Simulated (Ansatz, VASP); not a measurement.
Given: the input of a run of Ansatz 0.2.0 on Pt.

The input input.yaml:

```yaml
crystal:
  lattice:
    - [0.0, 1.9609, 1.9609]
    - [1.9609, 0.0, 1.9609]
    - [1.9609, 1.9609, 0.0]
  atoms:
    - { symbol: Pt, position: [0.0, 0.0, 0.0] }
kpoints:
  mp_grid: { grid: [7, 7, 7] }
scf:
  occupations: { method: fermi_dirac, width: 0.03 }
hamiltonian:
  xc: pbe
  pseudopotentials: { kind: all_electron, lapw: { basis_error: 0.003 } }
output:
  forces: true
  stress: true
  eigenvalues: true
```

Potentials or basis: all-electron LAPW, scalar-relativistic.

Launch:

```bash
$ ansatz run input.yaml --threads 1 --pin off --max-ram 3072MiB --backend cpu --events-out ev --progress --plain --runs-dir out
```

**Question.** Set up the same calculation for VASP 6.6.1. Potentials there: VASP PAW PBE potentials, release 64 (Pt).

**Answer.** As run (the cutoff follows the program's own potentials):

Contents of INCAR:

```
ALGO     = Fast           # electronic algorithm
EDIFF    = 1E-6           # SCF threshold, eV
ENCUT    = 520            # plane-wave cutoff, eV
GGA      = PE             # functional
ISIF     = 2              # what is computed and relaxed
ISMEAR   = -1             # smearing method
LASPH    = True           # aspherical terms in the spheres
LCHARG   = False          # write CHGCAR
LREAL    = False          # projectors in reciprocal space
LWAVE    = False          # write WAVECAR
NBANDS   = 11             # bands
NELM     = 80             # most SCF steps
PREC     = Accurate       # precision mode
SIGMA    = 0.03           # smearing width, eV
```

File KPOINTS:

```
k-points
0
Gamma
  7 7 7
```

POSCAR

```
Pt
1.0
    0.0000000000      1.9609000000      1.9609000000
    1.9609000000      0.0000000000      1.9609000000
    1.9609000000      1.9609000000      0.0000000000
Pt
1
Direct
    0.0000000000      0.0000000000      0.0000000000
```

Potentials or basis: VASP PAW PBE potentials, release 64 (Pt).

Command:

```console
$ cat potpaw_PBE.64/Pt/POTCAR > POTCAR
$ mpirun -np 1 vasp_std > vasp.out
```

Both were run:

|  | VASP | Ansatz | Ansatz less VASP |
| --- | --- | --- | --- |
| gap on the k mesh at the Fermi level (eV) | none | none | - |
| pressure (GPa) | 11.1 | 11.6 | +0.44 |

A gap of «none» marks a metal or a gap that the smearing closes. Ansatz ran all-electron here, and VASP with PAW potentials.

The k mesh is coarse, so the values compare programs but aren't converged. Neither program's run includes spin-orbit coupling. Noted on Ansatz's run: the k mesh is thin for a metal, which can move the energy by tens of meV per atom.
